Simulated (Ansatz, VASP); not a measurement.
# One calculation of As, two programs

```
As
1.0
     1.79508    1.03639    5.05426
    -1.79508    1.03639    5.05426
     0.00000   -2.07278    5.05426
As
2
Direct
  0.78834 0.78834 0.78834
  0.21166 0.21166 0.21166
```

Alike in both runs: task single point; functional r2SCAN; k mesh 10 × 10 × 10; occupations fermi-dirac, width 0.3 eV; no spin polarisation.

```csv
,VASP,Ansatz
version,VASP 6.6.1,Ansatz 0.2.0
potentials or method,"VASP PAW PBE potentials, release 64 (As), cutoff 520 eV","plane waves (500 eV) with PAW, scalar-relativistic"
valence electrons in the cell,10,30
```

VASP gave:

| Property | Result |
| --- | --- |
| pressure (GPa) | 0.1 |
| traceless stress, the component that is largest in VASP (GPa) | -0.28 |

Problem. Estimate Ansatz's values.

Solution. Pressure (GPa): 0.0; traceless stress, the component that is largest in VASP (GPa): -0.35.

VASP's potentials were made for PBE, not for r2SCAN. VASP's potentials hold 10 valence electrons a cell and Ansatz's 30, so a difference there can come from the potentials and not from the codes.
